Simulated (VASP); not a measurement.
# KI (Cmmm) in VASP: a series of runs

Aim: see how the results for KI move with the level of theory and the settings. Levels: PBE, r2SCAN. Tasks: single point.

All numbers are computed with VASP 6.6.1; they aren't measurements. Logs are shortened: lines on timing, memory, paths and dates and some standing lists are left out, and cuts for length are marked.

## (1) The cell of the first run

It takes space group Cmmm (No. 65, orthorhombic). The conventional cell has a = 5.975 Å, b = 6.161 Å, c = 4.291 Å, α = 90.00°, β = 90.00°, γ = 90.00°. K (site symmetry mmm) has 8 I at 3.68 to 3.75 Å and 6 K at 4.29 Å within 4.8 Å. I (site symmetry mmm) has 8 K at 3.68 to 3.75 Å and 6 I at 4.29 Å within 4.8 Å.

## (2) Single point, PBE (shear xy strain -3.1%)

INCAR reads:

```
SYSTEM = KI
PREC = Accurate ; ENCUT = 520
EDIFF = 1E-6 ; ISMEAR = -1
SIGMA = 0.02 ; LREAL = .FALSE.
LASPH = .TRUE. ; NELM = 60
ALGO = Normal ; ISIF = 2
LWAVE = .FALSE. ; LCHARG = .FALSE.
GGA = PE ; NBANDS = 15
```

KPOINTS reads:

```
regular mesh
0
G
  6 6 6
  0 0 0
```

POSCAR reads:

```
KI
1.0
    4.2909401544     -0.0658659314      0.0000000000
   -0.0658659314      4.2909401544      0.0000000000
    0.0000000000      0.0000000000      4.2909401544
K I
1 1
Direct
    0.0000000000      0.0000000000      0.0000000000
    0.5000000000      0.5000000000      0.5000000000
```

Potentials or basis: VASP PAW PBE potentials, release 64 (K_sv, I).

Run with:

```
$ cat potpaw_PBE.64/K_sv/POTCAR potpaw_PBE.64/I/POTCAR > POTCAR
$ mpirun -np 1 vasp_std > vasp.out
```

OUTCAR:

```text
SYSTEM = KI
   PREC = Accurate
   ENCUT = 520
   EDIFF = 1E-6
   ISMEAR = -1
   LREAL = .FALSE.
   LASPH = .TRUE.
   NELM = 60
   ISIF = 2
   GGA = PE

 ion  position               nearest neighbor table
   1  0.000  0.000  0.000-   2 3.68   2 3.68   2 3.68   2 3.68
   2  0.500  0.500  0.500-   1 3.68   1 3.68   1 3.68   1 3.68

  LATTYP: Found a base centered orthorhombic cell.
 ALAT       =     5.9751572682
 B/A-ratio  =     1.0311785914
 C/A-ratio  =     0.7181300779

  Lattice vectors:

 A1 = (   4.2909401544,  -0.0658659314,   0.0000000000)
 A2 = (  -0.0658659314,   4.2909401544,   0.0000000000)
 A3 = (   0.0000000000,   0.0000000000,   4.2909401544)

Analysis of symmetry for initial positions (statically):
=====================================================================
 Subroutine PRICEL returns:
 Original cell was already a primitive cell.

 Routine SETGRP: Setting up the symmetry group for a
 base centered orthorhombic supercell.

 Subroutine GETGRP returns: Found  8 space group operations
 (whereof  8 operations were pure point group operations)
 out of a pool of  8 trial point group operations.

The static configuration has the point symmetry D_2h.

Analysis of symmetry for dynamics (positions and initial velocities):
=====================================================================
 Subroutine PRICEL returns:
 Original cell was already a primitive cell.

 Routine SETGRP: Setting up the symmetry group for a
 base centered orthorhombic supercell.

 Subroutine GETGRP returns: Found  8 space group operations
 (whereof  8 operations were pure point group operations)
 out of a pool of  8 trial point group operations.

The dynamic configuration has the point symmetry D_2h.

 Subroutine INISYM returns: Found  8 space group operations
 (whereof  8 operations are pure point group operations),
 and found     1 'primitive' translations

----------------------------------------------------------------------------------------

                                     Primitive cell

  volume of cell :      78.9869

  direct lattice vectors                    reciprocal lattice vectors
     4.290940154 -0.065865931  0.000000000     0.233104085  0.003578148  0.000000000
    -0.065865931  4.290940154  0.000000000     0.003578148  0.233104085  0.000000000
     0.000000000  0.000000000  4.290940154     0.000000000  0.000000000  0.233049160
[... 85 lines left out ...]
   LREAL  =      F    real-space projection
   EDIFFG = 0.1E-04   stopping-criterion for IOM
   NSW    =      0    number of steps for IOM
   IBRION =     -1    ionic relax: 0-MD 1-quasi-New 2-CG
   NFREE  =      0    steps in history (QN), initial steepest desc. (CG)
   ISIF   =      2    stress and relaxation
   ISYM   =      2    0-nonsym 1-usesym 2-fastsym
   POTIM  = 0.5000    time-step for ionic-motion
   TEBEG  =    0.0;   TEEND  =   0.0 temperature during run
   PSTRESS=    0.0 pullay stress
   NELECT =      16.0000    total number of electrons
   NUPDOWN=      -1.0000    fix difference up-down
   EMIN   =  10.00;   EMAX   =-10.00  energy-range for DOS
   EFERMI =   0.00;   METHOD = LEGACY
   ISMEAR =    -1;   SIGMA  =   0.02  broadening in eV -4-tet -1-fermi 0-gaus
   EFERMI_NEDOS =   21; number of points for ismear=-14 and -15
   IALGO  =     38    algorithm
   IMIX   =      4    mixing-type and parameters
     AMIX     =   0.40;   BMIX     =  1.00
     AMIX_MAG =   1.60;   BMIX_MAG =  1.00
  volume/ion in A,a.u.               =      39.49       266.51
  Fermi-wavevector in a.u.,A,eV,Ry     =   0.961457  1.816890 12.577217  0.924399
  Thomas-Fermi vector in A             =   2.090830
   LORBIT       =      0    0 simple, 1 ext, 2 COOP (PROOUT), +10 PAW based schemes
   GGA     = PE    functional components
   LHFCALC =     F    Hartree Fock is set to
   AEXX    =    0.0000 exact exchange contribution
   IVDW    =     0    specifies the selected vdW correction
   LEPSILON=     F    determine dielectric tensor
   LRPA    =     F    only Hartree local field effects (RPA)
 non-spin polarized calculation
  energy-cutoff  :      520.00
  volume of cell :       78.99
 maximum number of plane-waves:      2148
   NGX = 15   NGY = 15   NGZ = 15

 number of electron      16.0000003 magnetization

 Free energy of the ion-electron system (eV)
  ---------------------------------------------------
  ext. energy  EPLUGINS =         0.00000000
  ---------------------------------------------------
  free energy    TOTEN  =        -5.41997818 eV

  energy without entropy =       -5.41997818  energy(sigma->0) =       -5.41997818

 E-fermi :   1.3804     XC(G=0):  -7.7106

 val. band max:        0.8821132029   @ k =   0.5000   0.5000   0.0000
 cond. band min:       4.2153970791   @ k =   0.0000   0.0000   0.0000
 fundamental gap:      3.3332838762
 Fermi energy:         1.3804422683

 k-point     1 :       0.0000    0.0000    0.0000
  band No.  band energies     occupation
      1     -28.4918      2.00000
      2     -11.9460      2.00000
      3     -11.9450      2.00000
      4     -11.9445      2.00000
      5     -10.2773      2.00000
      6       0.4953      2.00000
      7       0.5216      2.00000
      8       0.5498      2.00000
      9       4.2154      0.00000
     10       5.6469      0.00000
     11       5.6527      0.00000
     12       9.1836      0.00000
     13       9.2554      0.00000
     14       9.3628      0.00000
[... 401 lines left out ...]
      2     -12.0401      2.00000
      3     -12.0009      2.00000
      4     -11.9492      2.00000
      5      -9.9080      2.00000
      6      -0.9407      2.00000
      7      -0.5119      2.00000
      8       0.3112      2.00000
      9       5.5548      0.00000
     10       7.1640      0.00000
     11       7.3841      0.00000
     12       7.7387      0.00000
     13       9.3039      0.00000
     14       9.5543      0.00000
     15      10.4393      0.00000

 [... further k-points ...]
[... 5 lines left out ...]
  --------------------------------------------------------------------------------------
  -------------------------------------------------------------------------------------
  Total        0.2607828      0.2607828      0.2627076      0.0525716      0.0000000      0.0000000
  in kB        5.2897426      5.2897426      5.3287848      1.0663679      0.0000000      0.0000000
  external PRESSURE =       5.3027567 kB  Pullay stress =       0.0000000 kB

 VOLUME and BASIS-vectors are now :
 -----------------------------------------------------------------------------
  energy-cutoff  :      520.00
  volume of cell :       78.99
      direct lattice vectors                 reciprocal lattice vectors
     4.290940154 -0.065865931  0.000000000     0.233104085  0.003578148  0.000000000
    -0.065865931  4.290940154  0.000000000     0.003578148  0.233104085  0.000000000
     0.000000000  0.000000000  4.290940154     0.000000000  0.000000000  0.233049160

 POSITION                                       TOTAL-FORCE (eV/Angst)
 -----------------------------------------------------------------------------------
      0.00000      0.00000      0.00000        -0.000000      0.000000      0.000000
      2.11254      2.11254      2.14547         0.000000      0.000000      0.000000
 -----------------------------------------------------------------------------------
    total drift:                                0.000000      0.000000     -0.000000

  FREE ENERGIE OF THE ION-ELECTRON SYSTEM (eV)
  ---------------------------------------------------
  free  energy   TOTEN  =        -5.4199781836 eV

  energy  without entropy=       -5.4199781836  energy(sigma->0) =       -5.41997818
```

Run time: 28 s. Hardware: 1 thread of Intel Xeon Platinum 8488C (Sapphire Rapids), shared host; peak memory 0.21 GiB.

What came out:

- Free energy: -5.4200 eV
- Pressure: 0.5 GPa
- Band gap on the k mesh: 3.33 eV, indirect (least direct gap 3.67 eV)

Stress tensor (GPa, compression positive):
```
0.53 0.11 0.00
0.11 0.53 0.00
0.00 0.00 0.53
```

Caveat: the cell differs from its parent crystal (shear xy strain -3.1%); spin-orbit coupling is left out, which moves the levels of the heavy elements. A k mesh can miss the band edges.

## (3) Single point, r2SCAN (shear xy strain -3.1%)

POSCAR is that of step 2.

INCAR.step1 reads:

```
PREC     = Accurate       # precision mode
ENCUT    = 520            # plane-wave cutoff, eV
ISMEAR   = 0              # smearing method
SIGMA    = 0.01           # smearing width, eV
LREAL    = F              # projectors in reciprocal space
LASPH    = T              # aspherical terms in the spheres
NELM     = 80             # most SCF steps
NBANDS   = 15             # bands
GGA      = PE             # functional
ALGO     = Normal         # electronic algorithm
EDIFF    = 1E-4           # SCF threshold, eV
LWAVE    = T              # write WAVECAR
LCHARG   = F              # write CHGCAR
```

INCAR.step2 reads:

```
PREC     = Accurate       # precision mode
ENCUT    = 520            # plane-wave cutoff, eV
EDIFF    = 1E-6           # SCF threshold, eV
ISMEAR   = 0              # smearing method
SIGMA    = 0.01           # smearing width, eV
LREAL    = F              # projectors in reciprocal space
LASPH    = T              # aspherical terms in the spheres
NELM     = 80             # most SCF steps
ALGO     = Normal         # electronic algorithm
ISIF     = 2              # what is computed and relaxed
LWAVE    = F              # write WAVECAR
LCHARG   = F              # write CHGCAR
METAGGA  = R2SCAN         # meta-GGA
LMIXTAU  = T            
NBANDS   = 15             # bands
ISTART   = 1
```

KPOINTS reads:

```
Automatic mesh
0
Gamma
  6 6 6
```

Potentials or basis: VASP PAW PBE potentials, release 64 (K_sv, I).

Run with:

```
$ cat potpaw_PBE.64/K_sv/POTCAR potpaw_PBE.64/I/POTCAR > POTCAR
$ cp INCAR.step1 INCAR
$ mpirun -np 1 vasp_std > vasp.out
$ cp INCAR.step2 INCAR
$ mpirun -np 1 vasp_std > vasp.out
```

It took 91 s on 1 thread of Intel Xeon Platinum 8488C (Sapphire Rapids), shared host; peak memory 0.22 GiB.

Results (log left out):

```yaml
Free_energy: -33.8634 eV
Pressure: 0.0 GPa
Band_gap_on_the_k_mesh: 4.04 eV, indirect (least direct gap 4.38 eV)
```

Stress tensor (GPa, compression positive):
```
0.03 0.12 0.00
0.12 0.03 0.00
0.00 0.00 0.03
```

Levels at points of the mesh, in eV from the valence-band top:
```csv
k point,band 5,band 6,band 7,band 8,band 9,band 10,band 11,band 12
"(0.00, 0.00, 0.00)",-11.49,-0.40,-0.37,-0.34,4.04,5.26,5.26,9.01
"(0.50, 0.00, 0.00)",-11.17,-2.31,-0.29,-0.29,6.14,6.73,7.63,7.77
"(0.50, 0.50, 0.00)",-11.12,-1.78,-1.71,0.00,4.45,6.37,7.41,7.43
"(0.00, 0.00, 0.50)",-11.17,-2.31,-0.34,-0.23,6.15,6.73,7.64,7.76
"(0.50, 0.00, 0.50)",-11.12,-1.75,-1.75,0.00,4.45,6.36,7.42,7.43
"(0.50, 0.50, 0.50)",-10.93,-1.70,-1.69,-1.67,6.02,6.14,6.26,9.52
```

Caveat: the cell differs from its parent crystal (shear xy strain -3.1%); the PAW data sets were made with another functional, which shifts forces and pressure a little; spin-orbit coupling is left out, which moves the levels of the heavy elements. A k mesh can miss the band edges.
